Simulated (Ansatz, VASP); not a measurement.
# Be4Ga2C in VASP and in Ansatz

The input INCAR:

```
SYSTEM = Be4Ga2C
  ALGO = Normal
  EDIFF = 1E-7
  ENCUT = 520
  GGA = PE
  ISIF = 2
  ISMEAR = 0
  LASPH = .TRUE.
  LCHARG = .FALSE.
  LREAL = .FALSE.
  LWAVE = .FALSE.
  NBANDS = 28
  NELM = 100
  PREC = Accurate
  SIGMA = 0.1
```

File KPOINTS:

```
k-points
0
G
  4 4 6
  0 0 0
```

Contents of POSCAR:

```
Be4Ga2C
1.0
    4.5165466700      0.0000000000      0.0000000000
    0.0000000000      4.5165466700      0.0000000000
    0.0000000000      0.0000000000      3.6925633900
Be Ga C
4 2 1
Direct
    0.2468860000      0.5000000000      0.2112887900
    0.7531140000      0.5000000000      0.2112887900
    0.5000000000      0.2468860000      0.2112887900
    0.5000000000      0.7531140000      0.2112887900
    0.5000000000      0.0000000000      0.5519231500
    0.0000000000      0.5000000000      0.5519231500
    0.0000000000      0.0000000000      0.6667780100
```

Input for Ansatz:

```yaml
crystal:
  lattice:
    - [4.51654667, 0.0, 0.0]
    - [0.0, 4.51654667, 0.0]
    - [0.0, 0.0, 3.69256339]
  atoms:
    - { symbol: Be, position: [0.246886, 0.5, 0.21128879] }
    - { symbol: Be, position: [0.753114, 0.5, 0.21128879] }
    - { symbol: Be, position: [0.5, 0.246886, 0.21128879] }
    - { symbol: Be, position: [0.5, 0.753114, 0.21128879] }
    - { symbol: Ga, position: [0.5, 0.0, 0.55192315] }
    - { symbol: Ga, position: [0.0, 0.5, 0.55192315] }
    - { symbol: C, position: [0.0, 0.0, 0.66677801] }
basis:
  ecutwfc: 420
kpoints:
  mp_grid: { grid: [4, 4, 6] }
hamiltonian:
  xc: pbe
scf:
  occupations: { method: gaussian, width: 0.1 }
  lower_state_search: "off"
output:
  forces: true
  stress: true
  eigenvalues: true
```

Alike in both runs: task single point; functional PBE; k mesh 4 × 4 × 6; occupations gaussian, width 0.1 eV; no spin polarisation.

|  | VASP | Ansatz |
| --- | --- | --- |
| version | VASP 6.6.1 | Ansatz 0.2.0 |
| potentials or method | VASP PAW PBE potentials, release 64 (Be, Ga_d, C), cutoff 520 eV | scalar-relativistic, plane waves, PAW |
| valence electrons in the cell | 38 | 38 |

Ansatz gave:

```
gap on the k mesh at the Fermi level (eV) : none
rms of the force components (eV/Å)        : 5.598
```

Task: Which values does VASP return?

Result: gap on the k mesh at the Fermi level (eV): none; rms of the force components (eV/Å): 5.653.

Atom by atom the forces differ by 0.060 eV/Å (rms over components). A gap of «none» marks a metal or a gap that the smearing closes.
